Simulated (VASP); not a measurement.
# ReS2 in VASP: notebook

ReS2 is run at these levels: LDA; tasks: single point.

All numbers are computed with VASP 6.6.1; they aren't measurements. Logs are shortened: lines on timing, memory, paths and dates and some standing lists are left out, and cuts for length are marked.

**1. The cell of the first run**

The cell holds a sheet with vacuum, 24 atoms: a = 6.295 Å, b = 6.398 Å, c = 23.000 Å, α = 90.00°, β = 90.00°, γ = 61.24°.

**2. Single point, LDA**

INCAR reads:

```
SYSTEM = ReS2
PREC = Accurate ; ENCUT = 520
EDIFF = 1E-7 ; ISMEAR = 0
SIGMA = 0.01 ; LREAL = Auto
LASPH = .TRUE. ; NELM = 100
ALGO = Normal ; ISIF = 2
LWAVE = .FALSE. ; LCHARG = .TRUE.
GGA = CA ; LELF = .TRUE.
LVHAR = .TRUE. ; NBANDS = 94
```

KPOINTS reads:

```
regular mesh
0
G
  4 4 1
  0 0 0
```

POSCAR reads:

```
ReS2
1.0
    6.2948224531     -0.0068751391      0.0000000000
    3.0851180656      5.6055924670      0.0000000000
    0.0000000000      0.0000000000     23.0000000000
Re S
8 16
Direct
   -0.0585673173      0.3119422500      0.3672663474
    0.0641368984      0.6864267752      0.3717589131
    0.5147136288      0.2848570475      0.3688771326
    0.4906588476      0.7136228603      0.3701430984
    0.3026305945      0.1120343732      0.6295454033
    0.4253349356      0.4865189960      0.6340379866
    0.8761087380      0.0848383774      0.6311612513
    0.8520539839      0.5136041930      0.6324272400
    0.6864331150      0.9032873884      0.3185229265
    0.1477579822      0.9349271510      0.3112717555
   -0.1422209902      1.0633132972      0.4276207046
   -0.1817994414      0.6057260037      0.4372392287
    0.3190651980      1.0950814113      0.4205571897
    0.6476279994      0.4410709639      0.2941556790
    0.3575660707      0.5575247760      0.4449074985
    0.1870176886      0.3936499823      0.3018399556
    1.0477024814      0.7033798341      0.5807471676
    0.5089888018      0.7351479285      0.5736836446
    0.2190097415      0.8635339477      0.6900325688
    0.1797498082      0.4048107616      0.6994644234
    0.6803344907      0.8951739257      0.6827814015
    1.0092014070      0.2409365599      0.5563968459
    0.7191395870      0.3573902750      0.7071486791
    0.5485671328      0.1927351526      0.5640651319
```

Potentials or basis: VASP PAW LDA potentials, release 64 (Re, S).

Command:

```
$ cat potpaw_LDA.64/Re/POTCAR potpaw_LDA.64/S/POTCAR > POTCAR
$ mpirun -np 1 vasp_std > vasp.out
```

OUTCAR:

```text
SYSTEM = ReS2
   PREC = Accurate
   ENCUT = 520
   EDIFF = 1E-7
   ISMEAR = 0
   LREAL = Auto
   LASPH = .TRUE.
   NELM = 100
   ISIF = 2
   GGA = CA

 ion  position               nearest neighbor table
   1  0.941  0.312  0.367-  12 2.31  14 2.34  11 2.35  16 2.39  13 2.43  10 2.48   4 2.76   3 2.77
                             2 2.85
   2  0.064  0.686  0.372-  16 2.30  15 2.34  10 2.36  12 2.39   9 2.43  11 2.48   3 2.76   4 2.77
                             1 2.85
   3  0.515  0.285  0.369-  15 2.33  14 2.34  11 2.36  16 2.39  13 2.42   9 2.44   4 2.67   2 2.76
                             1 2.77
   4  0.491  0.714  0.370-  14 2.33  15 2.34  10 2.36  12 2.40   9 2.42  13 2.44   3 2.67   1 2.76
                             2 2.77
   5  0.303  0.112  0.630-  20 2.30  22 2.34  19 2.36  24 2.39  21 2.43  18 2.48   8 2.76   7 2.77
                             6 2.85
   6  0.425  0.487  0.634-  24 2.31  23 2.34  18 2.35  20 2.39  17 2.43  19 2.48   7 2.76   8 2.77
                             5 2.85
   7  0.876  0.085  0.631-  23 2.33  22 2.34  19 2.36  24 2.40  21 2.42  17 2.44   8 2.67   6 2.76
                             5 2.77
   8  0.852  0.514  0.632-  22 2.33  23 2.34  18 2.36  20 2.39  17 2.42  21 2.44   7 2.67   5 2.76
                             6 2.77
   9  0.686  0.903  0.319-   4 2.42   2 2.43   3 2.44
  10  0.148  0.935  0.311-   2 2.36   4 2.36   1 2.48
  11  0.858  0.063  0.428-   1 2.35   3 2.36   2 2.48
  12  0.818  0.606  0.437-   1 2.31   2 2.39   4 2.40
  13  0.319  0.095  0.421-   3 2.42   1 2.43   4 2.44
  14  0.648  0.441  0.294-   4 2.33   3 2.34   1 2.34
[... 8 lines left out ...]
  23  0.719  0.357  0.707-   7 2.33   8 2.34   6 2.34
  24  0.549  0.193  0.564-   6 2.31   5 2.39   7 2.40

  LATTYP: Found a simple monoclinic cell.
 ALAT       =     6.2948262076
 B/A-ratio  =     3.6537942815
 C/A-ratio  =     1.0164674254
 COS(beta)  =    -0.4812066420

  Lattice vectors:

 A1 = (   6.2948224531,  -0.0068751391,   0.0000000000)
 A2 = (   0.0000000000,   0.0000000000,  23.0000000000)
 A3 = (  -3.0851180656,  -5.6055924670,   0.0000000000)

Analysis of symmetry for initial positions (statically):
=====================================================================
 Subroutine PRICEL returns:
 Original cell was already a primitive cell.

 Routine SETGRP: Setting up the symmetry group for a
 simple monoclinic supercell.

 Subroutine GETGRP returns: Found  2 space group operations
 (whereof  1 operations were pure point group operations)
 out of a pool of  4 trial point group operations.

The static configuration has the point symmetry C_1 .
 The point group associated with its full space group is S_2 .

Analysis of symmetry for dynamics (positions and initial velocities):
=====================================================================
 Subroutine PRICEL returns:
 Original cell was already a primitive cell.

 Routine SETGRP: Setting up the symmetry group for a
 simple monoclinic supercell.

 Subroutine GETGRP returns: Found  2 space group operations
 (whereof  1 operations were pure point group operations)
 out of a pool of  4 trial point group operations.

The dynamic configuration has the point symmetry C_1 .
 The point group associated with its full space group is S_2 .

 Subroutine INISYM returns: Found  2 space group operations
 (whereof  1 operations are pure point group operations),
 and found     1 'primitive' translations

----------------------------------------------------------------------------------------

                                     Primitive cell

  volume of cell :     812.0707

  direct lattice vectors                    reciprocal lattice vectors
     6.294822453 -0.006875139  0.000000000     0.158765282 -0.087378746  0.000000000
     3.085118066  5.605592467  0.000000000     0.000194722  0.178286107  0.000000000
     0.000000000  0.000000000 23.000000000     0.000000000  0.000000000  0.043478261

  length of vectors
     6.294826208  6.398485788 23.000000000     0.181222128  0.178286213  0.043478261

  position of ions in fractional coordinates (direct lattice)
     0.941432683  0.311942250  0.367266347
     0.064136898  0.686426775  0.371758913
     0.514713629  0.284857047  0.368877133
     0.490658848  0.713622860  0.370143098
     0.302630595  0.112034373  0.629545403
     0.425334936  0.486518996  0.634037987
[... 16 lines left out ...]
     0.719139587  0.357390275  0.707148679
     0.548567133  0.192735153  0.564065132

  ion indices of the primitive-cell ions
   primitive index   ion index
                 1           1
                 2           2
                 3           3
                 4           4
                 5           5
                 6           6
[... 16 lines left out ...]
                23          23
                24          24

----------------------------------------------------------------------------------------

 KPOINTS: regular mesh

Automatic generation of k-mesh.
 Grid dimensions read from file:
 generate k-points for:    4    4    1

 Generating k-lattice:

  Cartesian coordinates                     Fractional coordinates (reciprocal lattice)
     0.039691320 -0.021844686  0.000000000     0.250000000  0.000000000  0.000000000
     0.000048681  0.044571527  0.000000000     0.000000000  0.250000000  0.000000000
     0.000000000  0.000000000  0.043478261     0.000000000  0.000000000  1.000000000

  Length of vectors
     0.045305532  0.044571553  0.043478261

  Shift w.r.t. Gamma in fractional coordinates (k-lattice)
     0.000000000  0.000000000  0.000000000

 Subroutine IBZKPT returns following result:
 ===========================================

 Found     10 irreducible k-points:

 Following reciprocal coordinates:
            Coordinates               Weight
  0.000000  0.000000  0.000000      1.000000
  0.250000  0.000000  0.000000      2.000000
  0.500000  0.000000  0.000000      1.000000
 -0.000000  0.250000  0.000000      2.000000
  0.250000  0.250000  0.000000      2.000000
  0.500000  0.250000  0.000000      2.000000
 -0.250000  0.250000  0.000000      2.000000
 -0.000000  0.500000  0.000000      1.000000
  0.250000  0.500000  0.000000      2.000000
  0.500000  0.500000  0.000000      1.000000
   k-points           NKPTS =     10   k-points in BZ     NKDIM =     10   number of bands    NBANDS=     94
   number of dos      NEDOS =    301   number of ions     NIONS =     24
   total plane-waves  NPLWV = 414720
   dimension x,y,z NGX =    48 NGY =   48 NGZ =  180
   dimension x,y,z NGXF=    96 NGYF=   96 NGZF=  360
   ions per type =               8  16
   NGX,Y,Z   is equivalent  to a cutoff of  12.68, 12.47, 13.01 a.u.
   NGXF,Y,Z  is equivalent  to a cutoff of  25.35, 24.94, 26.02 a.u.
 SYSTEM =  ReS2
   PREC   = accura    normal or accurate (medium, high low for compatibility)
   ISTART =      0    job   : 0-new  1-cont  2-samecut
   ICHARG =      2    charge: 1-file 2-atom 10-const
   ISPIN  =      1    spin polarized calculation?
   LNONCOLLINEAR =      F non collinear calculations
   LSORBIT =      F    spin-orbit coupling
   LASPH  =      T    aspherical Exc in radial PAW
   ENCUT  =  520.0 eV  38.22 Ry    6.18 a.u.  11.70 11.90 42.76*2*pi/ulx,y,z
   NELM   =    100;   NELMIN=  2; NELMDL= -5     # of ELM steps
   EDIFF  = 0.1E-06   stopping-criterion for ELM
   LREAL  =      T    real-space projection
   EDIFFG = 0.1E-05   stopping-criterion for IOM
   NSW    =      0    number of steps for IOM
   IBRION =     -1    ionic relax: 0-MD 1-quasi-New 2-CG
   NFREE  =      0    steps in history (QN), initial steepest desc. (CG)
   ISIF   =      2    stress and relaxation
   ISYM   =      2    0-nonsym 1-usesym 2-fastsym
   POTIM  = 0.5000    time-step for ionic-motion
   TEBEG  =    0.0;   TEEND  =   0.0 temperature during run
   PSTRESS=    0.0 pullay stress
   NELECT =     152.0000    total number of electrons
   NUPDOWN=      -1.0000    fix difference up-down
   EMIN   =  10.00;   EMAX   =-10.00  energy-range for DOS
   EFERMI =   0.00;   METHOD = LEGACY
   ISMEAR =     0;   SIGMA  =   0.01  broadening in eV -4-tet -1-fermi 0-gaus
   EFERMI_NEDOS =   21; number of points for ismear=-14 and -15
   IALGO  =     38    algorithm
   IMIX   =      4    mixing-type and parameters
     AMIX     =   0.40;   BMIX     =  1.00
     AMIX_MAG =   1.60;   BMIX_MAG =  1.00
  volume/ion in A,a.u.               =      33.84       228.34
  Fermi-wavevector in a.u.,A,eV,Ry     =   0.936465  1.769662 11.931849  0.876966
  Thomas-Fermi vector in A             =   2.063477
   LORBIT       =      0    0 simple, 1 ext, 2 COOP (PROOUT), +10 PAW based schemes
   GGA     = CA    functional components
   LHFCALC =     F    Hartree Fock is set to
   AEXX    =    0.0000 exact exchange contribution
   IVDW    =     0    specifies the selected vdW correction
   LEPSILON=     F    determine dielectric tensor
   LRPA    =     F    only Hartree local field effects (RPA)
 non-spin polarized calculation
 Gauss-broadening in eV      SIGMA  =   0.01
  energy-cutoff  :      520.00
  volume of cell :      812.07
 maximum number of plane-waves:     21898
 NGX is ok and might be reduce to    48
   NGX = 23   NGY = 23   NGZ = 85

 number of electron     151.9999999 magnetization

 Free energy of the ion-electron system (eV)
  ---------------------------------------------------
  ext. energy  EPLUGINS =         0.00000000
  ---------------------------------------------------
  free energy    TOTEN  =      -200.07097211 eV

  energy without entropy =     -200.07097211  energy(sigma->0) =     -200.07097211

 E-fermi :   0.2198     XC(G=0):  -6.2156

 val. band max:        0.1244351153   @ k =   0.0000   0.0000   0.0000
 cond. band min:       1.4668524600   @ k =   0.0000   0.0000   0.0000
 fundamental gap:      1.3424173447
 Fermi energy:         0.2198346309

 k-point     1 :       0.0000    0.0000    0.0000
  band No.  band energies     occupation
      1     -14.9692      2.00000
      2     -14.8685      2.00000
      3     -13.4670      2.00000
      4     -13.3558      2.00000
      5     -13.0426      2.00000
      6     -12.9923      2.00000
[... 899 lines left out ...]
     87       2.5625      0.00000
     88       2.6956      0.00000
 [bands above 88 left out]

------------------------ aborting loop because EDIFF is reached ----------------------------------------

  FORCE on cell =-STRESS in cart. coord.  units (eV):
  Direction    XX          YY          ZZ          XY          YZ          ZX
  --------------------------------------------------------------------------------------
  -------------------------------------------------------------------------------------
  Total        2.6536738      2.7142827      2.3997723     -0.0533211     -0.0919673      0.0059794
  in kB        5.2355741      5.3551526      4.7346383     -0.1052001     -0.1814472      0.0117971
  external PRESSURE =       5.1084550 kB  Pullay stress =       0.0000000 kB

 VOLUME and BASIS-vectors are now :
 -----------------------------------------------------------------------------
  energy-cutoff  :      520.00
  volume of cell :      812.07
      direct lattice vectors                 reciprocal lattice vectors
     6.294822453 -0.006875139  0.000000000     0.158765282 -0.087378746  0.000000000
     3.085118066  5.605592467  0.000000000     0.000194722  0.178286107  0.000000000
     0.000000000  0.000000000 23.000000000     0.000000000  0.000000000  0.043478261

 POSITION                                       TOTAL-FORCE (eV/Angst)
 -----------------------------------------------------------------------------------
      6.88853      1.74215      8.44713         0.021228     -0.020475     -0.015020
      2.52144      3.84739      8.55046        -0.020168      0.023513      0.019555
      4.11885      1.59325      8.48417        -0.013277     -0.042726     -0.007335
      5.29022      3.99691      8.51329         0.013777      0.042730      0.012292
      2.25065      0.62594     14.47954         0.020168     -0.023513     -0.019555
      4.17838      2.72430     14.58287        -0.021228      0.020475      0.015020
[... 16 lines left out ...]
      5.62945      1.99844     16.26442        -0.000989     -0.000601      0.166207
      4.04774      1.07662     12.97350        -0.000622     -0.027687     -0.136688
 -----------------------------------------------------------------------------------
    total drift:                               -0.000431      0.001725      0.000152

  FREE ENERGIE OF THE ION-ELECTRON SYSTEM (eV)
  ---------------------------------------------------
  free  energy   TOTEN  =      -200.0709721056 eV

  energy  without entropy=     -200.0709721056  energy(sigma->0) =     -200.07097211
```

Wall time 63 min (1 thread of Intel Xeon Platinum 8488C (Sapphire Rapids), shared host); peak memory 0.82 GiB.

Results:

```yaml
Free_energy: -200.0710 eV
Largest_force: 0.177 eV/Å
Band_gap_on_the_k_mesh: 1.34 eV
```

Forces in eV/Å, atoms in the order of the input:
```
Re   0.021 -0.020 -0.015
Re  -0.020  0.024  0.020
Re  -0.013 -0.043 -0.007
Re   0.014  0.043  0.012
Re   0.020 -0.024 -0.020
Re  -0.021  0.020  0.015
Re  -0.014 -0.043 -0.012
Re   0.013  0.043  0.007
S    0.005  0.009 -0.071
S   -0.005  0.046 -0.090
S    0.005 -0.045  0.100
S    0.001  0.028  0.137
S   -0.006 -0.008  0.074
S    0.001  0.001 -0.166
S    0.000 -0.002  0.177
S   -0.003 -0.035 -0.131
S    0.006  0.008 -0.074
S   -0.005  0.045 -0.100
S    0.005 -0.046  0.090
S    0.003  0.035  0.131
S   -0.005 -0.009  0.071
S    0.000  0.002 -0.177
S   -0.001 -0.001  0.166
S   -0.001 -0.028 -0.137
```

Caveat: spin-orbit coupling is left out, which moves the levels of the heavy elements.

**3. Single point, LDA**

INCAR reads:

```
SYSTEM = ReS2
PREC = Accurate ; ENCUT = 520
EDIFF = 1E-6 ; ISMEAR = 0
SIGMA = 0.01 ; LREAL = Auto
LASPH = .True. ; NELM = 80
ALGO = Normal ; ISIF = 2
LWAVE = .False. ; LCHARG = .False.
GGA = CA ; NBANDS = 94
```

KPOINTS reads:

```
regular mesh
0
Gamma
  4 4 1
  0 0 0
```

POSCAR reads:

```
ReS2
1.0
    6.2948224531     -0.0068751391      0.0000000000
    3.0851180656      5.6055924670      0.0000000000
    0.0000000000      0.0000000000     23.0000000000
Re S
8 16
Direct
   -0.0585673173      0.3119422500      0.3672663474
    0.0641368984      0.6864267752      0.3717589131
    0.5147136288      0.2848570475      0.3688771326
    0.4906588476      0.7136228603      0.3701430984
    0.3073935530      0.1120402149      0.6282410554
    0.4300978940      0.4865248377      0.6327336388
    0.8808716964      0.0848442191      0.6298569035
    0.8568169424      0.5136100347      0.6311228921
    0.6864331150      0.9032873884      0.3185229265
    0.1477579822      0.9349271510      0.3112717555
   -0.1422209902      1.0633132972      0.4276207046
   -0.1817994414      0.6057260037      0.4372392287
    0.3190651980      1.0950814113      0.4205571897
    0.6476279994      0.4410709639      0.2941556790
    0.3575660707      0.5575247760      0.4449074985
    0.1870176886      0.3936499823      0.3018399556
    1.0524654398      0.7033856758      0.5794428198
    0.5137517602      0.7351537702      0.5723792968
    0.2237726999      0.8635397894      0.6887282210
    0.1845127666      0.4048166032      0.6981600756
    0.6850974492      0.8951797674      0.6814770537
    1.0139643654      0.2409424016      0.5550924981
    0.7239025454      0.3573961167      0.7058443313
    0.5533300912      0.1927409943      0.5627607841
```

Potentials or basis: VASP PAW LDA potentials, release 64 (Re, S).

Command:

```
$ cat potpaw_LDA.64/Re/POTCAR potpaw_LDA.64/S/POTCAR > POTCAR
$ mpirun -np 1 vasp_std > vasp.out
```

Wall time 48 min (1 thread of Oxide Virtual Turin-like, shared host); peak memory 0.81 GiB.

It converged, with:

* Free energy: -200.0712 eV
* Largest force: 0.168 eV/Å
* Band gap on the k mesh: 1.33 eV

Forces on the atoms (eV/Å):
```
Re   0.022 -0.022 -0.014
Re  -0.019  0.022  0.014
Re  -0.012 -0.043 -0.010
Re   0.013  0.045  0.009
Re   0.019 -0.022 -0.014
Re  -0.022  0.022  0.014
Re  -0.013 -0.045 -0.009
Re   0.012  0.043  0.010
S    0.006  0.008 -0.070
S   -0.005  0.046 -0.091
S    0.008 -0.046  0.093
S    0.003  0.032  0.127
S   -0.002 -0.010  0.067
S    0.002  0.001 -0.167
S    0.000  0.000  0.168
S   -0.002 -0.035 -0.131
S    0.002  0.010 -0.067
S   -0.008  0.046 -0.093
S    0.005 -0.046  0.091
S    0.002  0.035  0.131
S   -0.006 -0.008  0.070
S    0.000  0.000 -0.168
S   -0.002 -0.001  0.167
S   -0.003 -0.032 -0.127
```

Levels at points of the mesh, in eV from the valence-band top:
| k point | band 72 | band 73 | band 74 | band 75 | band 76 | band 77 | band 78 | band 79 | band 80 | band 81 |
| --- | --- | --- | --- | --- | --- | --- | --- | --- | --- | --- |
| (0.00, 0.00, 0.00) | -0.40 | -0.40 | -0.27 | -0.20 | 0.00 | 1.33 | 1.43 | 1.98 | 2.00 | 2.06 |
| (0.50, 0.00, 0.00) | -0.77 | -0.55 | -0.52 | -0.44 | -0.39 | 1.57 | 1.70 | 1.84 | 1.90 | 2.01 |
| (0.00, 0.50, 0.00) | -0.60 | -0.45 | -0.37 | -0.22 | -0.20 | 1.55 | 1.69 | 1.83 | 1.91 | 2.01 |
| (0.50, 0.50, 0.00) | -0.60 | -0.58 | -0.51 | -0.45 | -0.45 | 1.59 | 1.65 | 1.74 | 1.81 | 1.92 |

Caveat: spin-orbit coupling is left out, which moves the levels of the heavy elements.
